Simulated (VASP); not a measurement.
# IO (Pm-3m) in VASP: settings compared

Aim: see how the results for IO move with the level of theory and the settings. Levels: PBE, PBE+D3(BJ). Tasks: single point.

All numbers are computed with VASP 6.6.1; they aren't measurements. Logs are shortened: lines on timing, memory, paths and dates and some standing lists are left out, and cuts for length are marked.

### 1 The cell of the first run

Symmetry: Pm-3m, No. 221, cubic system. Conventional cell: a = 3.870 Å, b = 3.870 Å, c = 3.870 Å, α = 90.00°, β = 90.00°, γ = 90.00°. O (site symmetry m-3m) has 8 I at 3.35 Å and 6 O at 3.87 Å within 4.4 Å. I (site symmetry m-3m) has 8 O at 3.35 Å and 6 I at 3.87 Å within 4.4 Å.

### 2 Single point, PBE

INCAR

```
SYSTEM = IO
PREC = Accurate
ENCUT = 600
EDIFF = 1E-6
ISMEAR = -1
SIGMA = 0.1
LREAL = .FALSE.
LASPH = .TRUE.
NELM = 120
ALGO = Normal
ISIF = 2
LWAVE = .FALSE.
LCHARG = .TRUE.
GGA = PE
LELF = .TRUE.
LVHAR = .TRUE.
NBANDS = 14
GGA_COMPAT = .FALSE.
```

KPOINTS

```
regular mesh
0
G
  5 5 5
  0 0 0
```

POSCAR

```
IO
1.0
    3.8700920000      0.0000000000      0.0000000000
    0.0000000000      3.8700920000      0.0000000000
    0.0000000000      0.0000000000      3.8700920000
O I
1 1
Direct
    0.0000000000      0.0000000000      0.0000000000
    0.5000000000      0.5000000000      0.5000000000
```

Potentials or basis: VASP PAW PBE potentials, release 64 (O, I).

Command:

```
cat potpaw_PBE.64/O/POTCAR potpaw_PBE.64/I/POTCAR > POTCAR
mpirun -np 1 vasp_std > vasp.out
```

OUTCAR:

```text
SYSTEM = IO
   PREC = Accurate
   ENCUT = 600
   EDIFF = 1E-6
   ISMEAR = -1
   LREAL = .FALSE.
   LASPH = .TRUE.
   NELM = 120
   ISIF = 2
   GGA = PE

 ion  position               nearest neighbor table
   1  0.000  0.000  0.000-
   2  0.500  0.500  0.500-

  LATTYP: Found a simple cubic cell.
 ALAT       =     3.8700920000

  Lattice vectors:

 A1 = (   3.8700920000,   0.0000000000,   0.0000000000)
 A2 = (   0.0000000000,   3.8700920000,   0.0000000000)
 A3 = (   0.0000000000,   0.0000000000,   3.8700920000)

Analysis of symmetry for initial positions (statically):
=====================================================================
 Subroutine PRICEL returns:
 Original cell was already a primitive cell.

 Routine SETGRP: Setting up the symmetry group for a
 simple cubic supercell.

 Subroutine GETGRP returns: Found 48 space group operations
 (whereof 48 operations were pure point group operations)
 out of a pool of 48 trial point group operations.

The static configuration has the point symmetry O_h .

Analysis of symmetry for dynamics (positions and initial velocities):
=====================================================================
 Subroutine PRICEL returns:
 Original cell was already a primitive cell.

 Routine SETGRP: Setting up the symmetry group for a
 simple cubic supercell.

 Subroutine GETGRP returns: Found 48 space group operations
 (whereof 48 operations were pure point group operations)
 out of a pool of 48 trial point group operations.

The dynamic configuration has the point symmetry O_h .

 Subroutine INISYM returns: Found 48 space group operations
 (whereof 48 operations are pure point group operations),
 and found     1 'primitive' translations

----------------------------------------------------------------------------------------

                                     Primitive cell

  volume of cell :      57.9647

  direct lattice vectors                    reciprocal lattice vectors
     3.870092000  0.000000000  0.000000000     0.258391790  0.000000000  0.000000000
     0.000000000  3.870092000  0.000000000     0.000000000  0.258391790  0.000000000
     0.000000000  0.000000000  3.870092000     0.000000000  0.000000000  0.258391790

  length of vectors
     3.870092000  3.870092000  3.870092000     0.258391790  0.258391790  0.258391790

  position of ions in fractional coordinates (direct lattice)
     0.000000000  0.000000000  0.000000000
     0.500000000  0.500000000  0.500000000

  ion indices of the primitive-cell ions
   primitive index   ion index
                 1           1
                 2           2

----------------------------------------------------------------------------------------

 KPOINTS: regular mesh

Automatic generation of k-mesh.
 Grid dimensions read from file:
 generate k-points for:    5    5    5

 Generating k-lattice:

  Cartesian coordinates                     Fractional coordinates (reciprocal lattice)
     0.051678358  0.000000000  0.000000000     0.200000000  0.000000000  0.000000000
     0.000000000  0.051678358  0.000000000     0.000000000  0.200000000  0.000000000
     0.000000000  0.000000000  0.051678358     0.000000000  0.000000000  0.200000000

  Length of vectors
     0.051678358  0.051678358  0.051678358

  Shift w.r.t. Gamma in fractional coordinates (k-lattice)
     0.000000000  0.000000000  0.000000000

 Subroutine IBZKPT returns following result:
 ===========================================

 Found     10 irreducible k-points:

 Following reciprocal coordinates:
            Coordinates               Weight
  0.000000  0.000000  0.000000      1.000000
  0.200000  0.000000  0.000000      6.000000
  0.400000  0.000000  0.000000      6.000000
  0.200000  0.200000  0.000000     12.000000
  0.400000  0.200000  0.000000     24.000000
  0.400000  0.400000  0.000000     12.000000
  0.200000  0.200000  0.200000      8.000000
  0.400000  0.200000  0.200000     24.000000
  0.400000  0.400000  0.200000     24.000000
  0.400000  0.400000  0.400000      8.000000
   k-points           NKPTS =     10   k-points in BZ     NKDIM =     10   number of bands    NBANDS=     14
   number of dos      NEDOS =    301   number of ions     NIONS =      2
   total plane-waves  NPLWV =  32768
   dimension x,y,z NGX =    32 NGY =   32 NGZ =   32
   dimension x,y,z NGXF=    64 NGYF=   64 NGZF=   64
   ions per type =               1   1
   NGX,Y,Z   is equivalent  to a cutoff of  13.75, 13.75, 13.75 a.u.
   NGXF,Y,Z  is equivalent  to a cutoff of  27.49, 27.49, 27.49 a.u.
 SYSTEM =  IO
   PREC   = accura    normal or accurate (medium, high low for compatibility)
   ISTART =      0    job   : 0-new  1-cont  2-samecut
   ICHARG =      2    charge: 1-file 2-atom 10-const
   ISPIN  =      1    spin polarized calculation?
   LNONCOLLINEAR =      F non collinear calculations
   LSORBIT =      F    spin-orbit coupling
   LASPH  =      T    aspherical Exc in radial PAW
   ENCUT  =  600.0 eV  44.10 Ry    6.64 a.u.   7.73  7.73  7.73*2*pi/ulx,y,z
   NELM   =    120;   NELMIN=  2; NELMDL= -5     # of ELM steps
   EDIFF  = 0.1E-05   stopping-criterion for ELM
   LREAL  =      F    real-space projection
   EDIFFG = 0.1E-04   stopping-criterion for IOM
   NSW    =      0    number of steps for IOM
   IBRION =     -1    ionic relax: 0-MD 1-quasi-New 2-CG
   NFREE  =      0    steps in history (QN), initial steepest desc. (CG)
   ISIF   =      2    stress and relaxation
   ISYM   =      2    0-nonsym 1-usesym 2-fastsym
   POTIM  = 0.5000    time-step for ionic-motion
   TEBEG  =    0.0;   TEEND  =   0.0 temperature during run
   PSTRESS=    0.0 pullay stress
   NELECT =      13.0000    total number of electrons
   NUPDOWN=      -1.0000    fix difference up-down
   EMIN   =  10.00;   EMAX   =-10.00  energy-range for DOS
   EFERMI =   0.00;   METHOD = LEGACY
   ISMEAR =    -1;   SIGMA  =   0.10  broadening in eV -4-tet -1-fermi 0-gaus
   EFERMI_NEDOS =   21; number of points for ismear=-14 and -15
   IALGO  =     38    algorithm
   IMIX   =      4    mixing-type and parameters
     AMIX     =   0.40;   BMIX     =  1.00
     AMIX_MAG =   1.60;   BMIX_MAG =  1.00
  volume/ion in A,a.u.               =      28.98       195.58
  Fermi-wavevector in a.u.,A,eV,Ry     =   0.994645  1.879606 13.460491  0.989318
  Thomas-Fermi vector in A             =   2.126610
   LORBIT       =      0    0 simple, 1 ext, 2 COOP (PROOUT), +10 PAW based schemes
   GGA     = PE    functional components
   LHFCALC =     F    Hartree Fock is set to
   AEXX    =    0.0000 exact exchange contribution
   IVDW    =     0    specifies the selected vdW correction
   LEPSILON=     F    determine dielectric tensor
   LRPA    =     F    only Hartree local field effects (RPA)
 non-spin polarized calculation
  energy-cutoff  :      600.00
  volume of cell :       57.96
 maximum number of plane-waves:      1951
 NGX is ok and might be reduce to    32
   NGX = 15   NGY = 15   NGZ = 15

 number of electron      12.9999997 magnetization

 Free energy of the ion-electron system (eV)
  ---------------------------------------------------
  ext. energy  EPLUGINS =         0.00000000
  ---------------------------------------------------
  free energy    TOTEN  =        -3.08399925 eV

  energy without entropy =       -2.89672541  energy(sigma->0) =       -2.99036233

 E-fermi :   0.7377     XC(G=0):  -8.3257

 val. band max:        0.7110556806   @ k =   0.4000   0.4000   0.2000
 cond. band min:       0.7947777095   @ k =   0.4000   0.4000   0.0000
 fundamental gap:      0.0837220290
 Fermi energy:         0.7376893844

 k-point     1 :       0.0000    0.0000    0.0000
  band No.  band energies     occupation
      1     -14.8127      2.00000
      2     -11.4134      2.00000
      3      -0.5967      2.00000
      4      -0.5967      2.00000
      5      -0.5967      2.00000
      6       1.3645      0.00379
      7       1.3645      0.00379
      8       1.3645      0.00379
      9       7.9906      0.00000
     10       7.9906      0.00000
     11       8.1992      0.00000
     12      14.5729      0.00000
     13      14.5729      0.00000
     14      14.5729      0.00000

 k-point     2 :       0.2000    0.0000    0.0000
  band No.  band energies     occupation
      1     -14.7745      2.00000
      2     -11.3730      2.00000
      3      -0.9578      2.00000
      4      -0.4127      1.99998
      5      -0.4127      1.99998
      6       0.6621      1.36093
      7       1.2082      0.01794
      8       1.2082      0.01794
      9       8.2644      0.00000
     10       8.5670      0.00000
     11       9.8864      0.00000
     12      13.3780      0.00000
     13      13.3780      0.00000
     14      14.7800      0.00000

 k-point     3 :       0.4000    0.0000    0.0000
  band No.  band energies     occupation
      1     -14.7118      2.00000
      2     -11.3039      2.00000
      3      -1.6102      2.00000
      4      -0.0066      1.99883
      5       0.0402      1.99813
      6       0.0402      1.99813
      7       0.7971      0.71141
      8       0.7971      0.71141
      9       8.8725      0.00000
     10       9.4668      0.00000
     11      12.3152      0.00000
     12      12.3152      0.00000
     13      12.7523      0.00000
     14      13.0063      0.00000
[... 86 lines left out ...]
 k-point     9 :       0.4000    0.4000    0.2000
  band No.  band energies     occupation
      1     -14.6540      2.00000
      2     -10.9261      2.00000
      3      -1.8758      2.00000
      4      -1.8030      2.00000
      5      -0.2586      1.99991
      6       0.1978      1.99099
      7       0.7111      1.13239
      8       0.8153      0.63011
      9       8.7159      0.00000
     10      10.5988      0.00000
     11      10.6315      0.00000
     12      11.2499      0.00000
     13      14.5827      0.00000
     14      15.2034      0.00000

 k-point    10 :       0.4000    0.4000    0.4000
  band No.  band energies     occupation
      1     -14.6342      2.00000
      2     -10.7521      2.00000
      3      -1.5048      2.00000
      4      -1.2560      2.00000
      5      -1.2560      2.00000
      6      -0.0058      1.99882
      7      -0.0058      1.99882
      8       0.3741      1.94865
      9       9.3110      0.00000
     10       9.6549      0.00000
     11       9.6549      0.00000
     12      14.9608      0.00000
     13      14.9608      0.00000
     14      15.7388      0.00000

------------------------ aborting loop because EDIFF is reached ----------------------------------------

  FORCE on cell =-STRESS in cart. coord.  units (eV):
  Direction    XX          YY          ZZ          XY          YZ          ZX
  --------------------------------------------------------------------------------------
  -------------------------------------------------------------------------------------
  Total       -3.3422019     -3.3422019     -3.3422019     -0.0000000      0.0000000     -0.0000000
  in kB      -92.3803059    -92.3803059    -92.3803059     -0.0000000      0.0000000     -0.0000000
  external PRESSURE =     -92.3803059 kB  Pullay stress =       0.0000000 kB

 VOLUME and BASIS-vectors are now :
 -----------------------------------------------------------------------------
  energy-cutoff  :      600.00
  volume of cell :       57.96
      direct lattice vectors                 reciprocal lattice vectors
     3.870092000  0.000000000  0.000000000     0.258391790  0.000000000  0.000000000
     0.000000000  3.870092000  0.000000000     0.000000000  0.258391790  0.000000000
     0.000000000  0.000000000  3.870092000     0.000000000  0.000000000  0.258391790

 POSITION                                       TOTAL-FORCE (eV/Angst)
 -----------------------------------------------------------------------------------
      0.00000      0.00000      0.00000         0.000000      0.000000      0.000000
      1.93505      1.93505      1.93505         0.000000      0.000000      0.000000
 -----------------------------------------------------------------------------------
    total drift:                                0.000000     -0.000000     -0.000000

  FREE ENERGIE OF THE ION-ELECTRON SYSTEM (eV)
  ---------------------------------------------------
  free  energy   TOTEN  =        -3.0839992457 eV

  energy  without entropy=       -2.8967254103  energy(sigma->0) =       -2.99036233
```

Run time: 6.6 s. Hardware: 1 thread of Intel Xeon 6975P-C (Granite Rapids), shared host; peak memory 0.18 GiB.

What came out:

```yaml
Free_energy: -3.0840 eV
Pressure: -9.2 GPa
Band_gap_on_the_k_mesh: zero (an odd number of electrons rules out a gap without spin polarisation)
```

Levels at points of the mesh, in eV from the Fermi level:
```
           k point  band 4  band 5  band 6  band 7  band 8  band 9
(0.00, 0.00, 0.00)   -1.33   -1.33    0.63    0.63    0.63    7.25
```

Caveat: the cell stands under tension; spin-orbit coupling is left out, which moves the levels of the heavy elements; an odd number of electrons without spin polarisation forces a metal; a magnetic or distorted state may lie lower.

### 3 Single point, PBE

INCAR

```
  PREC = Accurate
  ENCUT = 600
  EDIFF = 1E-6
  ISMEAR = -1
  SIGMA = 0.1
  LREAL = False
  LASPH = True
  NELM = 120
  ALGO = Normal
  ISIF = 2
  LWAVE = False
  LCHARG = False
  GGA = PE
  NBANDS = 14
  GGA_COMPAT = False
```

KPOINTS

```
Automatic mesh
0
Gamma
  5 5 5
```

POSCAR is that of step 2.

Potentials or basis: VASP PAW PBE potentials, release 64 (O, I).

Command:

```
cat potpaw_PBE.64/O/POTCAR potpaw_PBE.64/I/POTCAR > POTCAR
mpirun -np 1 vasp_std > vasp.out
```

Run time: 6.5 s. Hardware: 1 thread of Intel Xeon 6975P-C (Granite Rapids), shared host; peak memory 0.18 GiB.

Results (log left out):

```yaml
Free_energy: -3.0840 eV
Pressure: -9.2 GPa
Band_gap_on_the_k_mesh: zero (an odd number of electrons rules out a gap without spin polarisation)
```

Levels at points of the mesh, in eV from the Fermi level:
| k point | band 3 | band 4 | band 5 | band 6 | band 7 | band 8 | band 9 | band 10 |
| --- | --- | --- | --- | --- | --- | --- | --- | --- |
| (0.00, 0.00, 0.00) | -1.33 | -1.33 | -1.33 | 0.63 | 0.63 | 0.63 | 7.25 | 7.25 |

Caveat: the cell stands under tension; spin-orbit coupling is left out, which moves the levels of the heavy elements; an odd number of electrons without spin polarisation forces a metal; a magnetic or distorted state may lie lower.

### 4 Single point, PBE+D3(BJ)

INCAR

```
PREC = Accurate
ENCUT = 600
EDIFF = 1E-6
ISMEAR = -1
SIGMA = 0.1
LREAL = F
LASPH = T
NELM = 120
ALGO = Normal
ISIF = 2
LWAVE = F
LCHARG = F
GGA = PE
IVDW = 12
NBANDS = 14
GGA_COMPAT = F
```

KPOINTS is that of step 3.

POSCAR is that of step 3.

Command:

```
cat potpaw_PBE.64/O/POTCAR potpaw_PBE.64/I/POTCAR > POTCAR
mpirun -np 1 vasp_std > vasp.out
```

Wall time 6 s (1 thread of Intel Xeon 6975P-C (Granite Rapids), shared host); peak memory 0.18 GiB.

Results (log left out):

```yaml
Free_energy: -3.4550 eV
Pressure: -10.3 GPa
Band_gap_on_the_k_mesh: zero (an odd number of electrons rules out a gap without spin polarisation)
Dispersion_energy_per_atom: -0.185 eV
```

Levels at points of the mesh, in eV from the Fermi level:
| k point | band 3 | band 4 | band 5 | band 6 | band 7 | band 8 | band 9 | band 10 |
| --- | --- | --- | --- | --- | --- | --- | --- | --- |
| (0.00, 0.00, 0.00) | -1.33 | -1.33 | -1.33 | 0.63 | 0.63 | 0.63 | 7.25 | 7.25 |

Caveat: the cell stands under tension; spin-orbit coupling is left out, which moves the levels of the heavy elements; an odd number of electrons without spin polarisation forces a metal; a magnetic or distorted state may lie lower.

### 5 Single point, PBE, non-collinear spin, zero start, spin-orbit coupling

INCAR

```
SYSTEM = IO
  PREC = Accurate
  ENCUT = 600
  EDIFF = 1E-6
  ISMEAR = -1
  SIGMA = 0.1
  LREAL = .False.
  LASPH = .True.
  NELM = 200
  ALGO = Normal
  ISIF = 2
  LWAVE = .False.
  LCHARG = .True.
  MAGMOM = 0 0 0 0 0 0
  LORBIT = 11
  LSORBIT = .True.
  GGA_COMPAT = .False.
  LORBMOM = .True.
  GGA = PE
  LVHAR = .True.
  NBANDS = 25
```

KPOINTS

```
Automatic mesh
0
Gamma
  5 5 5
  0 0 0
```

POSCAR is that of step 4.

Command:

```
cat potpaw_PBE.64/O/POTCAR potpaw_PBE.64/I/POTCAR > POTCAR
mpirun -np 1 vasp_ncl > vasp.out
```

Wall time 33 s (1 thread of Intel Xeon 6975P-C (Granite Rapids), shared host); peak memory 0.31 GiB.

It converged, with:

* Free energy: -3.4280 eV
* Pressure: -8.8 GPa
* Net moment: 0.00 μB per cell
* Valence electrons inside the program's atomic spheres: O 4.63; I 4.00

Moments on the atoms (μB; x, y, z):
```
O   0.00 0.00 0.00
I   0.00 0.00 0.00
```

Caveat: the cell stands under tension.

### 6 Overview

```csv
level,spin,gap on the mesh (eV),pressure (GPa)
PBE,off,none,-9.2
PBE+D3(BJ),off,none,-10.3
PBE,"non-collinear, zero start, SOC",-,-8.8
```

Alike in all rows: task single point; potentials or basis VASP PAW PBE potentials, release 64 (O, I); cell as given; k mesh 5 × 5 × 5; cutoff (eV) 600; smearing fermi-dirac 0.1 eV.

The pressure there spans -10.3 GPa (PBE+D3(BJ)) to -8.8 GPa (PBE); a positive pressure means that this level wants a larger cell, a negative one a smaller.

Caveats: the cell stands under tension; spin-orbit coupling is left out, which moves the levels of the heavy elements (at least some runs); an odd number of electrons without spin polarisation forces a metal (at least some runs); a magnetic or distorted state may lie lower (at least some runs).

Total energies depend on the potentials used, so only differences within one code and one set of settings carry meaning.
